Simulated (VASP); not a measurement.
Wanted: the native input for a VASP 6.6.1 run.

```yaml
Task: single point
Functional: r2SCAN50
Potentials_or_basis: VASP PAW PBE potentials, release 64 (Gd, O)
Cutoff: 520 eV
k_mesh: 5 × 5 × 5
Occupations: fermi-dirac, width 0.05 eV
Spin: collinear spin, ferromagnetic start
Starting_moments: "[7.0, 0.0] μB"
Dipole_correction: no
Grid_for_exact_exchange_PRECFOCK: Normal
Further_INCAR_settings: ALGO = Normal; EDIFF = 1e-06; NBANDS = 23
Share_of_exact_exchange: 0.5
```

The system is GdO.

```
Gd O
1.0
     0.00000    2.70000    2.70000
     2.70000    0.00000    2.70000
     2.70000    2.70000    0.00000
Gd O
1 1
Direct
  0.00000 0.00000 0.00000
  0.25000 0.25000 0.25000
```

These files were run (other wordings do the same):

POSCAR

```
GdO
1.0
    0.0000000000      2.7000000000      2.7000000000
    2.7000000000      0.0000000000      2.7000000000
    2.7000000000      2.7000000000      0.0000000000
Gd O
1 1
Direct
    0.0000000000      0.0000000000      0.0000000000
    0.2500000000      0.2500000000      0.2500000000
```

INCAR.step1

```
PREC = Accurate ; ENCUT = 520
EDIFF = 1E-5 ; ISMEAR = -1
SIGMA = 0.05 ; LREAL = False
LASPH = True ; NELM = 150
ALGO = Normal ; ISIF = 2
LWAVE = True ; LCHARG = False
ISPIN = 2 ; MAGMOM = 7 0
LORBIT = 11 ; LMAXMIX = 6
GGA = PE ; NBANDS = 23
KPAR = 4
```

INCAR.step2

```
PREC = Accurate ; ENCUT = 520
EDIFF = 1E-6 ; ISMEAR = -1
SIGMA = 0.05 ; LREAL = False
LASPH = True ; NELM = 150
ALGO = Normal ; ISIF = 2
LWAVE = False ; LCHARG = False
ISPIN = 2 ; MAGMOM = 7 0
LORBIT = 11 ; LMAXMIX = 6
METAGGA = R2SCAN ; LHFCALC = True
AEXX = 0.5 ; LMIXTAU = True
PRECFOCK = Normal ; ISTART = 1
NBANDS = 23 ; KPAR = 4
```

KPOINTS

```
regular mesh
0
Gamma
  5 5 5
```

Potentials or basis: VASP PAW PBE potentials, release 64 (Gd, O).

Command:

```console
$ cat potpaw_PBE.64/Gd/POTCAR potpaw_PBE.64/O/POTCAR > POTCAR
$ cp INCAR.step1 INCAR
$ mpirun -np 4 vasp_std > vasp.out
$ cp INCAR.step2 INCAR
$ mpirun -np 4 vasp_std > vasp.out
```

It gave:

| Quantity | Value |
| --- | --- |
| Pressure | -3.3 GPa |
| Band gap on the k mesh | 1.94 eV (least direct gap 4.24 eV) |
| Net moment | 8.00 μB per cell |
| Site moments | Gd +7.05; O +0.05 μB |
| Valence electrons inside the program's atomic spheres | Gd 15.13; O 5.09 |

Caveat: the cell stands under tension; the PAW data sets were made with another functional, which shifts forces and pressure a little; spin-orbit coupling is left out, which moves the levels of the heavy elements; an odd mesh through Γ misses points on the zone boundary, where band edges can lie; a cell with one magnetic atom can't hold antiferromagnetic order, which such compounds often take.

Run time: 34 min on 4 MPI ranks on Intel(R) Xeon(R) Platinum 8259CL CPU @ 2.50GHz (Skylake/Cascade Lake) (shared host), peak memory 0.21 GiB a rank.
